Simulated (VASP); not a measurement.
Here is a VASP 6.6.1 calculation.

Contents of INCAR:

```
PREC = Accurate
ENCUT = 520
EDIFF = 1E-7
ISMEAR = 0
SIGMA = 0.1
LREAL = F
LASPH = T
NELM = 80
ALGO = Normal
ISIF = 2
LWAVE = F
LCHARG = T
GGA = PE
LELF = T
LVHAR = T
NBANDS = 29
```

File KPOINTS:

```
regular mesh
0
Gamma
  4 4 4
```

Contents of POSCAR:

```
Si4GePt
1.0
    0.0000000000      3.6310172940      3.6310172940
    3.6310172940      0.0000000000      3.6310172940
    3.6310172940      3.6310172940      0.0000000000
Si Ge Pt
4 1 1
Direct
    0.8744172862      0.3751942379      0.3751942379
    0.3751942379      0.3751942379      0.3751942379
    0.3751942379      0.8744172862      0.3751942379
    0.3751942379      0.3751942379      0.8744172862
    0.0000000000      0.0000000000      0.0000000000
    0.7500000000      0.7500000000      0.7500000000
```

Potentials or basis: VASP PAW PBE potentials, release 64 (Si, Ge_d, Pt).

Command:

```bash
$ cat potpaw_PBE.64/Si/POTCAR potpaw_PBE.64/Ge_d/POTCAR potpaw_PBE.64/Pt/POTCAR > POTCAR
$ mpirun -np 1 vasp_std > vasp.out
```

Problem. Estimate the largest force.

Solution. 0.047 eV/Å.

Problem. What does it give for the pressure?

Solution. 0.2 GPa.

Problem. What does it give for the band gap on the k mesh?

Solution. Zero (band 20 reaches 9.49 eV, above the bottom of band 21 at 8.68 eV).

Forces on the atoms (eV/Å):
```
Si  -0.027  0.027  0.027
Si  -0.027 -0.027 -0.027
Si   0.027 -0.027  0.027
Si   0.027  0.027 -0.027
Ge   0.000  0.000  0.000
Pt   0.000  0.000  0.000
```

Caveat: the k points lie up to 0.37 Å⁻¹ apart; spin-orbit coupling is left out, which moves the levels of the heavy elements.
